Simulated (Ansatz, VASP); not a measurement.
**EuFe: VASP beside Ansatz**

```
CELL_PARAMETERS angstrom
3.37463 0.00000 0.00000
0.00000 3.37463 0.00000
0.00000 0.00000 3.37463
ATOMIC_POSITIONS crystal
Eu 0.00000 0.00000 0.00000
Fe 0.50000 0.50000 0.50000
```

Alike in both runs: task single point; functional PBEsol; k mesh 8 × 8 × 8; occupations gaussian, width 0.05 eV; collinear spin.

|  | VASP | Ansatz |
| --- | --- | --- |
| version | VASP 6.6.1 | Ansatz 0.2.0 |
| potentials or method | VASP PAW PBE potentials, release 64 (Eu, Fe), cutoff 520 eV | scalar-relativistic, plane waves, PAW |
| valence electrons in the cell | 25 | 33 |

Ansatz gave:

```
gap on the k mesh at the Fermi level (eV)                     : none
pressure (GPa)                                                : 1.2
net moment per atom (μB)                                      : 2.37
size of the moment on the site where the two differ most (μB) : 6.66
```

Q: Which values does VASP return?

A: gap on the k mesh at the Fermi level (eV): none; pressure (GPa): 1.2; net moment per atom (μB): 2.37; size of the moment on the site where the two differ most (μB): 6.57.

VASP's potentials were made for PBE, not for PBEsol. Site moments also hang on the region over which each program counts them. A gap of «none» marks a metal or a gap that the smearing closes. With one functional, cell and mesh, what is left measures potentials, basis and numerics. VASP's potentials hold 25 valence electrons a cell and Ansatz's 33, so a difference there can come from the potentials and not from the codes. Ansatz's warnings: given moment on shells.

Neither program's run includes spin-orbit coupling.
